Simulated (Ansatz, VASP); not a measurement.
BAs: VASP beside Ansatz

```
B As
1.0
     0.00000    2.37901    2.37901
     2.37901    0.00000    2.37901
     2.37901    2.37901    0.00000
B As
1 1
Direct
  0.00000 0.00000 0.00000
  0.25000 0.25000 0.25000
```

Alike in both runs: functional PBE; dispersion D4; k mesh 7 × 7 × 7; occupations fermi-dirac, width 0.01 eV; no spin polarisation.

Ansatz relaxed the structure, and its values are those at the end. VASP's run is a single point on that final structure, the one shown.

```csv
,VASP,Ansatz
version,VASP 6.6.1,Ansatz 0.2.0
potentials or method,"VASP PAW PBE potentials, release 64 (B, As), cutoff 520 eV","plane waves, PAW"
valence electrons in the cell,8,18
```

Ansatz gave:

* pressure (GPa): 0.0

Task: Which values does VASP return?

Result: Pressure (GPa): 0.7.

VASP's potentials hold 8 valence electrons a cell and Ansatz's 18, so a difference there can come from the potentials and not from the codes.
